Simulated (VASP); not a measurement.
# ZnS (P6_3mc) in VASP: a series of runs

Runs on ZnS. Level: PBE. Tasks: single point.

Program: VASP 6.6.1. These are calculated values, not measurements. Logs are shortened: lines on timing, memory, paths and dates and some standing lists are left out, and cuts for length are marked.

## (1) The cell of the first run

Symmetry: P6_3mc, No. 186, hexagonal system. Conventional cell: a = 3.688 Å, b = 3.688 Å, c = 6.852 Å, α = 90.00°, β = 90.00°, γ = 120.00°. Zn (site symmetry 3m) has 4 S at 2.30 to 2.57 Å within 3.0 Å. S (site symmetry 3m) has 4 Zn at 2.30 to 2.57 Å within 3.0 Å.

## (2) Single point, PBE

The input, INCAR:

```
PREC     = Accurate       # precision mode
ENCUT    = 520            # plane-wave cutoff, eV
EDIFF    = 1E-6           # SCF threshold, eV
ISMEAR   = 0              # smearing method
SIGMA    = 0.05           # smearing width, eV
LREAL    = False          # projectors in reciprocal space
LASPH    = True           # aspherical terms in the spheres
NELM     = 60             # most SCF steps
ALGO     = Normal         # electronic algorithm
ISIF     = 2              # what is computed and relaxed
LWAVE    = False          # write WAVECAR
LCHARG   = True           # write CHGCAR
GGA      = PE             # functional
LELF     = True           # ELF
LVHAR    = True         
NBANDS   = 26             # bands
```

The input, KPOINTS:

```
regular mesh
0
Gamma
  9 9 4
```

The input, POSCAR:

```
ZnS
1.0
    3.6884088784      0.0000000000      0.0000000000
   -1.8442044392      3.1942557882      0.0000000000
    0.0000000000      0.0000000000      6.8523260142
Zn S
2 2
Direct
    0.3333333333      0.6666666667      0.0052003725
    0.6666666667      0.3333333333      0.5052003725
    0.3333333333      0.6666666667      0.3797996275
    0.6666666667      0.3333333333      0.8797996275
```

Potentials or basis: VASP PAW PBE potentials, release 64 (Zn, S).

On the command line:

```
> cat potpaw_PBE.64/Zn/POTCAR potpaw_PBE.64/S/POTCAR > POTCAR
> mpirun -np 1 vasp_std > vasp.out
```

OUTCAR:

```text
PREC = Accurate
   ENCUT = 520
   EDIFF = 1E-6
   ISMEAR = 0
   LREAL = False
   LASPH = True
   NELM = 60
   ISIF = 2
   GGA = PE

 ion  position               nearest neighbor table
   1  0.333  0.667  0.005-   4 2.30   4 2.30   4 2.30   3 2.57
   2  0.667  0.333  0.505-   3 2.30   3 2.30   3 2.30   4 2.57
   3  0.333  0.667  0.380-   2 2.30   2 2.30   2 2.30   1 2.57
   4  0.667  0.333  0.880-   1 2.30   1 2.30   1 2.30   2 2.57

  LATTYP: Found a hexagonal cell.
 ALAT       =     3.6884088784
 C/A-ratio  =     1.8578000000

  Lattice vectors:

 A1 = (   3.6884088784,   0.0000000000,   0.0000000000)
 A2 = (  -1.8442044392,   3.1942557882,   0.0000000000)
 A3 = (   0.0000000000,   0.0000000000,   6.8523260142)

Analysis of symmetry for initial positions (statically):
=====================================================================
 Subroutine PRICEL returns:
 Original cell was already a primitive cell.

 Routine SETGRP: Setting up the symmetry group for a
 hexagonal supercell.

 Subroutine GETGRP returns: Found 12 space group operations
 (whereof  6 operations were pure point group operations)
 out of a pool of 24 trial point group operations.

The static configuration has the point symmetry C_3v.
 The point group associated with its full space group is C_6v.

Analysis of symmetry for dynamics (positions and initial velocities):
=====================================================================
 Subroutine PRICEL returns:
 Original cell was already a primitive cell.

 Routine SETGRP: Setting up the symmetry group for a
 hexagonal supercell.

 Subroutine GETGRP returns: Found 12 space group operations
 (whereof  6 operations were pure point group operations)
 out of a pool of 24 trial point group operations.

The dynamic configuration has the point symmetry C_3v.
 The point group associated with its full space group is C_6v.

 Subroutine INISYM returns: Found 12 space group operations
 (whereof  6 operations are pure point group operations),
 and found     1 'primitive' translations

----------------------------------------------------------------------------------------

                                     Primitive cell

  volume of cell :      80.7322

  direct lattice vectors                    reciprocal lattice vectors
     3.688408878  0.000000000  0.000000000     0.271119616  0.156530983  0.000000000
    -1.844204439  3.194255788  0.000000000     0.000000000  0.313061967  0.000000000
     0.000000000  0.000000000  6.852326014     0.000000000  0.000000000  0.145935847

  length of vectors
     3.688408878  3.688408878  6.852326014     0.313061967  0.313061967  0.145935847

  position of ions in fractional coordinates (direct lattice)
     0.333333333  0.666666667  0.005200372
     0.666666667  0.333333333  0.505200372
     0.333333333  0.666666667  0.379799627
     0.666666667  0.333333333  0.879799627

  ion indices of the primitive-cell ions
   primitive index   ion index
                 1           1
                 2           2
                 3           3
                 4           4

----------------------------------------------------------------------------------------

 KPOINTS: regular mesh

Automatic generation of k-mesh.
 Grid dimensions read from file:
 generate k-points for:    9    9    4

 Generating k-lattice:

  Cartesian coordinates                     Fractional coordinates (reciprocal lattice)
     0.030124402  0.017392331  0.000000000     0.111111111  0.000000000  0.000000000
     0.000000000  0.034784663  0.000000000     0.000000000  0.111111111  0.000000000
     0.000000000  0.000000000  0.036483962     0.000000000  0.000000000  0.250000000

  Length of vectors
     0.034784663  0.034784663  0.036483962

  Shift w.r.t. Gamma in fractional coordinates (k-lattice)
     0.000000000  0.000000000  0.000000000

 Subroutine IBZKPT returns following result:
 ===========================================

 Found     36 irreducible k-points:

 Following reciprocal coordinates:
            Coordinates               Weight
  0.000000  0.000000  0.000000      1.000000
  0.111111 -0.000000  0.000000      6.000000
  0.222222 -0.000000  0.000000      6.000000
  0.333333 -0.000000  0.000000      6.000000
  0.444444 -0.000000  0.000000      6.000000
  0.111111  0.111111  0.000000      6.000000
[... 16 lines left out ...]
  0.333333  0.222222  0.250000     24.000000
  0.333333  0.333333  0.250000      4.000000
 [... further k-points ...]
   k-points           NKPTS =     36   k-points in BZ     NKDIM =     36   number of bands    NBANDS=     26
   number of dos      NEDOS =    301   number of ions     NIONS =      4
   total plane-waves  NPLWV =  42336
   dimension x,y,z NGX =    28 NGY =   28 NGZ =   54
   dimension x,y,z NGXF=    56 NGYF=   56 NGZF=  108
   ions per type =               2   2
   NGX,Y,Z   is equivalent  to a cutoff of  12.62, 12.62, 13.10 a.u.
   NGXF,Y,Z  is equivalent  to a cutoff of  25.24, 25.24, 26.20 a.u.
 SYSTEM =  unknown system
   PREC   = accura    normal or accurate (medium, high low for compatibility)
   ISTART =      0    job   : 0-new  1-cont  2-samecut
   ICHARG =      2    charge: 1-file 2-atom 10-const
   ISPIN  =      1    spin polarized calculation?
   LNONCOLLINEAR =      F non collinear calculations
   LSORBIT =      F    spin-orbit coupling
   LASPH  =      T    aspherical Exc in radial PAW
   ENCUT  =  520.0 eV  38.22 Ry    6.18 a.u.   6.86  6.86 12.74*2*pi/ulx,y,z
   NELM   =     60;   NELMIN=  2; NELMDL= -5     # of ELM steps
   EDIFF  = 0.1E-05   stopping-criterion for ELM
   LREAL  =      F    real-space projection
   EDIFFG = 0.1E-04   stopping-criterion for IOM
   NSW    =      0    number of steps for IOM
   IBRION =     -1    ionic relax: 0-MD 1-quasi-New 2-CG
   NFREE  =      0    steps in history (QN), initial steepest desc. (CG)
   ISIF   =      2    stress and relaxation
   ISYM   =      2    0-nonsym 1-usesym 2-fastsym
   POTIM  = 0.5000    time-step for ionic-motion
   TEBEG  =    0.0;   TEEND  =   0.0 temperature during run
   PSTRESS=    0.0 pullay stress
   NELECT =      36.0000    total number of electrons
   NUPDOWN=      -1.0000    fix difference up-down
   EMIN   =  10.00;   EMAX   =-10.00  energy-range for DOS
   EFERMI =   0.00;   METHOD = LEGACY
   ISMEAR =     0;   SIGMA  =   0.05  broadening in eV -4-tet -1-fermi 0-gaus
   EFERMI_NEDOS =   21; number of points for ismear=-14 and -15
   IALGO  =     38    algorithm
   IMIX   =      4    mixing-type and parameters
     AMIX     =   0.40;   BMIX     =  1.00
     AMIX_MAG =   1.60;   BMIX_MAG =  1.00
  volume/ion in A,a.u.               =      20.18       136.20
  Fermi-wavevector in a.u.,A,eV,Ry     =   1.250720  2.363518 21.283599  1.564300
  Thomas-Fermi vector in A             =   2.384701
   LORBIT       =      0    0 simple, 1 ext, 2 COOP (PROOUT), +10 PAW based schemes
   GGA     = PE    functional components
   LHFCALC =     F    Hartree Fock is set to
   AEXX    =    0.0000 exact exchange contribution
   IVDW    =     0    specifies the selected vdW correction
   LEPSILON=     F    determine dielectric tensor
   LRPA    =     F    only Hartree local field effects (RPA)
 non-spin polarized calculation
 Gauss-broadening in eV      SIGMA  =   0.05
  energy-cutoff  :      520.00
  volume of cell :       80.73
 maximum number of plane-waves:      2190
 NGX is ok and might be reduce to    28

 number of electron      36.0000012 magnetization

 Free energy of the ion-electron system (eV)
  ---------------------------------------------------
  ext. energy  EPLUGINS =         0.00000000
  ---------------------------------------------------
  free energy    TOTEN  =       -13.38767661 eV

  energy without entropy =      -13.38767661  energy(sigma->0) =      -13.38767661

 E-fermi :   2.3756     XC(G=0):  -9.5165

 val. band max:        2.1110612535   @ k =   0.0000   0.0000   0.0000
 cond. band min:       3.7157787101   @ k =   0.0000   0.0000   0.0000
 fundamental gap:      1.6047174567
 Fermi energy:         2.3755925809

 k-point     1 :       0.0000    0.0000    0.0000
  band No.  band energies     occupation
      1     -11.1273      2.00000
      2     -10.5012      2.00000
      3      -4.4034      2.00000
      4      -4.4034      2.00000
      5      -4.3538      2.00000
      6      -4.3538      2.00000
[... 18 lines left out ...]
     25       9.8238      0.00000
     26      10.1250      0.00000

 k-point     2 :       0.1111   -0.0000    0.0000
  band No.  band energies     occupation
      1     -11.0353      2.00000
      2     -10.4328      2.00000
      3      -4.4110      2.00000
      4      -4.3840      2.00000
      5      -4.3500      2.00000
      6      -4.3294      2.00000
[... 18 lines left out ...]
     25       9.9065      0.00000
     26      10.2127      0.00000

 k-point     3 :       0.2222   -0.0000    0.0000
  band No.  band energies     occupation
      1     -10.7832      2.00000
      2     -10.2552      2.00000
      3      -4.4206      2.00000
      4      -4.3388      2.00000
      5      -4.3355      2.00000
      6      -4.2671      2.00000
[... 18 lines left out ...]
     25      10.0480      0.00000
     26      10.6107      0.00000

 k-point     4 :       0.3333   -0.0000    0.0000
  band No.  band energies     occupation
      1     -10.4499      2.00000
      2     -10.0512      2.00000
      3      -4.3982      2.00000
      4      -4.3082      2.00000
      5      -4.2974      2.00000
      6      -4.1973      2.00000
[... 18 lines left out ...]
     25      10.7031      0.00000
     26      12.1769      0.00000
[... 496 lines left out ...]
      1     -10.2410      2.00000
      2     -10.0157      2.00000
      3      -4.3391      2.00000
      4      -4.2735      2.00000
      5      -4.2030      2.00000
      6      -4.1696      2.00000
[... 18 lines left out ...]
     25      10.3998      0.00000
     26      11.0388      0.00000

 k-point    23 :       0.3333    0.2222    0.2500
  band No.  band energies     occupation
      1     -10.0328      2.00000
      2      -9.9198      2.00000
      3      -4.3440      2.00000
      4      -4.2129      2.00000
      5      -4.1657      2.00000
      6      -4.1105      2.00000
[... 18 lines left out ...]
     25      11.0451      0.00000
     26      11.5660      0.00000

 k-point    24 :       0.3333    0.3333    0.2500
  band No.  band energies     occupation
      1      -9.9239      2.00000
      2      -9.9239      2.00000
      3      -4.3489      2.00000
      4      -4.1936      2.00000
      5      -4.1108      2.00000
      6      -4.1108      2.00000
[... 18 lines left out ...]
     25      11.9774      0.00000
     26      11.9832      0.00000

 [... further k-points ...]

------------------------ aborting loop because EDIFF is reached ----------------------------------------

  FORCE on cell =-STRESS in cart. coord.  units (eV):
  Direction    XX          YY          ZZ          XY          YZ          ZX
  --------------------------------------------------------------------------------------
  -------------------------------------------------------------------------------------
  Total        3.2025134      3.2025134     -3.7449869      0.0000000     -0.0000000      0.0000000
  in kB       63.5557396     63.5557396    -74.3214402      0.0000000     -0.0000000      0.0000000
  external PRESSURE =      17.5966797 kB  Pullay stress =       0.0000000 kB

 VOLUME and BASIS-vectors are now :
 -----------------------------------------------------------------------------
  energy-cutoff  :      520.00
  volume of cell :       80.73
      direct lattice vectors                 reciprocal lattice vectors
     3.688408878  0.000000000  0.000000000     0.271119616  0.156530983  0.000000000
    -1.844204439  3.194255788  0.000000000     0.000000000  0.313061967  0.000000000
     0.000000000  0.000000000  6.852326014     0.000000000  0.000000000  0.145935847

 POSITION                                       TOTAL-FORCE (eV/Angst)
 -----------------------------------------------------------------------------------
     -0.00000      2.12950      0.03563         0.000000      0.000000      0.385758
      1.84420      1.06475      3.46180        -0.000000      0.000000      0.385758
     -0.00000      2.12950      2.60251         0.000000      0.000000     -0.385758
      1.84420      1.06475      6.02867         0.000000      0.000000     -0.385758
 -----------------------------------------------------------------------------------
    total drift:                               -0.000001     -0.000001      0.000430

  FREE ENERGIE OF THE ION-ELECTRON SYSTEM (eV)
  ---------------------------------------------------
  free  energy   TOTEN  =       -13.3876766083 eV

  energy  without entropy=      -13.3876766083  energy(sigma->0) =      -13.38767661
```

Run time: 1.8 min. Hardware: 1 thread of AMD EPYC 7R13, shared host; peak memory 0.2 GiB.

What came out:

| Property | Result |
| --- | --- |
| Free energy | -13.3877 eV |
| Pressure | 1.8 GPa |
| Largest force | 0.386 eV/Å |
| Band gap on the k mesh | 1.60 eV |

Forces in eV/Å, atoms in the order of the input:
```
Zn   0.000  0.000  0.386
Zn   0.000  0.000  0.386
S    0.000  0.000 -0.386
S    0.000  0.000 -0.386
```

Stress tensor (GPa, compression positive):
```
 6.36  0.00  0.00
 0.00  6.36  0.00
 0.00  0.00 -7.43
```

## (3) Single point, PBE

This run uses another cell than the first one, of the same volume but with other edges.

The input, INCAR:

```
ALGO = Normal
EDIFF = 1E-7
ENCUT = 520
GGA = PE
ISIF = 2
ISMEAR = 0
LASPH = True
LCHARG = False
LREAL = False
LWAVE = False
NBANDS = 26
NELM = 60
PREC = Accurate
SIGMA = 0.05
```

The input, KPOINTS:

```
k-points
0
Gamma
  9 9 4
```

The input, POSCAR:

```
ZnS
1.0
    4.0333996051      0.0000000000      0.0000000000
   -2.0166998025      3.4930265216      0.0000000000
    0.0000000000      0.0000000000      5.7302508189
Zn S
2 2
Direct
    0.3333333333      0.6666666667      0.0052003725
    0.6666666667      0.3333333333      0.5052003725
    0.3333333333      0.6666666667      0.3533549446
    0.6666666667      0.3333333333      0.8533549446
```

Potentials or basis: VASP PAW PBE potentials, release 64 (Zn, S).

On the command line:

```
> cat potpaw_PBE.64/Zn/POTCAR potpaw_PBE.64/S/POTCAR > POTCAR
> mpirun -np 1 vasp_std > vasp.out
```

OUTCAR:

```text
EDIFF = 1E-7
   ENCUT = 520
   GGA = PE
   ISIF = 2
   ISMEAR = 0
   LASPH = True
   LREAL = False
   NELM = 60
   PREC = Accurate

 ion  position               nearest neighbor table
   1  0.333  0.667  0.005-   3 2.00   4 2.49   4 2.49   4 2.49
   2  0.667  0.333  0.505-   4 2.00   3 2.49   3 2.49   3 2.49
   3  0.333  0.667  0.353-   1 2.00   2 2.49   2 2.49   2 2.49
   4  0.667  0.333  0.853-   2 2.00   1 2.49   1 2.49   1 2.49

  LATTYP: Found a hexagonal cell.
[... 897 lines left out ...]
  FORCE on cell =-STRESS in cart. coord.  units (eV):
  Direction    XX          YY          ZZ          XY          YZ          ZX
  --------------------------------------------------------------------------------------
  -------------------------------------------------------------------------------------
  Total       -2.6948570     -2.6948570     18.1834782     -0.0000000      0.0000000     -0.0000000
  in kB      -53.4810025    -53.4810025    360.8616871     -0.0000000      0.0000000     -0.0000000
  external PRESSURE =      84.6332274 kB  Pullay stress =       0.0000000 kB

 VOLUME and BASIS-vectors are now :
 -----------------------------------------------------------------------------
  energy-cutoff  :      520.00
  volume of cell :       80.73
      direct lattice vectors                 reciprocal lattice vectors
     4.033399605  0.000000000  0.000000000     0.247929811  0.143142343  0.000000000
    -2.016699802  3.493026522  0.000000000     0.000000000  0.286284686  0.000000000
     0.000000000  0.000000000  5.730250819     0.000000000  0.000000000  0.174512431

 POSITION                                       TOTAL-FORCE (eV/Angst)
 -----------------------------------------------------------------------------------
     -0.00000      2.32868      0.02980         0.000000     -0.000000     -4.172259
      2.01670      1.16434      2.89492        -0.000000      0.000000     -4.172259
     -0.00000      2.32868      2.02481         0.000000      0.000000      4.172259
      2.01670      1.16434      4.88994         0.000000     -0.000000      4.172259
 -----------------------------------------------------------------------------------
    total drift:                               -0.000000     -0.000000     -0.000299

  FREE ENERGIE OF THE ION-ELECTRON SYSTEM (eV)
  ---------------------------------------------------
  free  energy   TOTEN  =       -12.3605458935 eV

  energy  without entropy=      -12.3605458935  energy(sigma->0) =      -12.36054589
```

OSZICAR:

```text
N       E                     dE             d eps       ncg     rms          rms(c)
DAV:   1     0.245485641248E+03    0.24549E+03   -0.17004E+04  1872   0.166E+03
DAV:   2     0.114361692214E+02   -0.23405E+03   -0.22368E+03  1924   0.349E+02
DAV:   3    -0.128537481377E+02   -0.24290E+02   -0.24052E+02  2228   0.113E+02
DAV:   4    -0.134425132846E+02   -0.58877E+00   -0.58753E+00  2200   0.176E+01
DAV:   5    -0.134519434658E+02   -0.94302E-02   -0.94272E-02  2298   0.216E+00    0.120E+01
DAV:   6    -0.123806035038E+02    0.10713E+01   -0.19342E+00  2712   0.408E+01    0.877E+00
DAV:   7    -0.123720859122E+02    0.85176E-02   -0.16588E+00  1970   0.758E+00    0.373E+00
DAV:   8    -0.123599417452E+02    0.12144E-01   -0.58308E-02  2160   0.199E+00    0.133E+00
DAV:   9    -0.123602389972E+02   -0.29725E-03   -0.13865E-02  2478   0.123E+00    0.308E-01
DAV:  10    -0.123603283894E+02   -0.89392E-04   -0.85354E-04  2250   0.351E-01    0.110E-01
DAV:  11    -0.123605383571E+02   -0.20997E-03   -0.29878E-04  1978   0.182E-01    0.562E-02
DAV:  12    -0.123605421309E+02   -0.37738E-05   -0.60557E-05  2506   0.115E-01    0.191E-02
DAV:  13    -0.123605442503E+02   -0.21194E-05   -0.96632E-06  2050   0.192E-02    0.227E-02
DAV:  14    -0.123605458755E+02   -0.16252E-05   -0.49145E-06  1974   0.157E-02    0.476E-03
DAV:  15    -0.123605458935E+02   -0.18014E-07   -0.55098E-07  2278   0.779E-03
   1 F= -.12360546E+02 E0= -.12360546E+02  d E =-.151560E-11
```

stdout:

```text
POSCAR found type information on POSCAR ZnS
 POSCAR found :  2 types and       4 ions
 scaLAPACK will be used
 LDA part: xc-table for (Slater+PW92), standard interpolation
 POSCAR, INCAR and KPOINTS ok, starting setup
 FFT: planning ... GRIDC
 FFT: planning ... GRID_SOFT
 FFT: planning ... GRID
 WAVECAR not read
 entering main loop
```

Wall time 2.1 min (1 thread of AMD EPYC 7R13, shared host); peak memory 0.2 GiB.

Results:

```yaml
Free_energy: -12.3605 eV
Pressure: 8.5 GPa
Largest_force: 4.172 eV/Å
Band_gap_on_the_k_mesh: 2.15 eV
```

Forces on the atoms (eV/Å):
```
Zn   0.000  0.000 -4.172
Zn   0.000  0.000 -4.172
S    0.000  0.000  4.172
S    0.000  0.000  4.172
```

Levels at points of the mesh, in eV from the valence-band top:
| k point | band 14 | band 15 | band 16 | band 17 | band 18 | band 19 | band 20 | band 21 | band 22 | band 23 |
| --- | --- | --- | --- | --- | --- | --- | --- | --- | --- | --- |
| (0.00, 0.00, 0.00) | -1.47 | -1.47 | -0.08 | 0.00 | 0.00 | 2.15 | 2.45 | 5.81 | 5.81 | 7.82 |
| (0.00, 0.00, 0.50) | -2.63 | -0.77 | -0.77 | -0.77 | -0.77 | 3.28 | 3.28 | 6.33 | 6.33 | 6.33 |

Caveat: the cell stands under pressure; forces of over 1 eV/Å act on the atoms, so gaps and moduli don't describe the material at rest.
